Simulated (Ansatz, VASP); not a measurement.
**Two plane-wave programs on C**

```
C
1.0
     1.23399   -2.13787    0.02161
    -3.69763   -2.13528   -0.04797
    -0.12234    0.01774   -8.82464
C
8
Direct
  0.97350 0.67275 0.75092
  0.02649 0.66037 0.24908
  0.47339 0.17272 0.75093
  0.52671 0.16039 0.24907
  0.47350 0.83962 0.75093
  0.52644 0.82728 0.24907
  0.97341 0.33960 0.75093
  0.02657 0.32728 0.24907
```

Change from the starting cell: cell x4, atoms moved at random (sigma 0.15 Å) and cell strained at random (1.5 %), then relaxed without symmetry.

Alike in both runs: functional PBE; k mesh 8 × 6 × 4; occupations gaussian, width 0.2 eV; no spin polarisation.

Ansatz relaxed the structure, and its values are those at the end. VASP's run is a single point on that final structure, the one shown.

|  | VASP | Ansatz |
| --- | --- | --- |
| version | VASP 6.6.1 | Ansatz 0.2.0 |
| potentials or method | VASP PAW PBE potentials, release 64 (C), cutoff 520 eV | scalar-relativistic, plane waves, PAW |
| valence electrons in the cell | 32 | 32 |

VASP gave:

```
gap on the k mesh at the Fermi level (eV) : 1.06
least direct gap on the mesh (eV)         : 1.06
pressure (GPa)                            : 0.2
rms of the force components (eV/Å)        : 0.006
```

Task: Estimate Ansatz's values.

Result: gap on the k mesh at the Fermi level (eV): 1.06; least direct gap on the mesh (eV): 1.06; pressure (GPa): -0.1; rms of the force components (eV/Å): 0.006.
